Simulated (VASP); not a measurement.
Input of a VASP 6.6.1 run:

INCAR

```
SYSTEM = Se
PREC = Accurate ; ENCUT = 600
EDIFF = 1E-7 ; ISMEAR = -1
SIGMA = 0.05 ; LREAL = .False.
LASPH = .True. ; NELM = 80
ALGO = Normal ; ISIF = 3
LWAVE = .False. ; LCHARG = .False.
GGA = RE ; IBRION = 2
NSW = 60 ; EDIFFG = -0.01
```

The input KPOINTS:

```
Automatic mesh
0
Gamma
  7 7 6
  0 0 0
```

File POSCAR:

```
Se
1.0
    4.3662000000      0.0000000000      0.0000000000
   -2.1831000000      3.7812401180      0.0000000000
    0.0000000000      0.0000000000      4.9536000000
Se
3
Direct
    0.7746000000      0.7746000000      0.0000000000
    0.0000000000      0.2254000000      0.6666666667
    0.2254000000      0.0000000000      0.3333333333
```

Potentials or basis: VASP PAW PBE potentials, release 64 (Se).

Run with:

```bash
$ cat potpaw_PBE.64/Se/POTCAR > POTCAR
$ mpirun -np 1 vasp_std > vasp.out
```

Problem. Predict the space group after relaxing (to 0.1 Å).

Solution. P3_121 (No. 152).

Problem. What does it give for the band gap on the k mesh?

Solution. 1.88 eV (least direct gap 1.99 eV).

Problem. Predict the relaxed volume.

Solution. 55.82 Å³/atom.

Forces on the atoms (eV/Å):
```
Se   0.005  0.009  0.000
Se   0.005 -0.009  0.000
Se  -0.010  0.000  0.000
```

Caveat: the volume moved by over 15 % at a fixed basis, so the end points are rough; the PAW data sets were made with another functional, which shifts forces and pressure a little; this functional lacks dispersion, which binds layers or chains, so the pressure and a relaxed spacing across them are unreliable. A k mesh can miss the band edges.
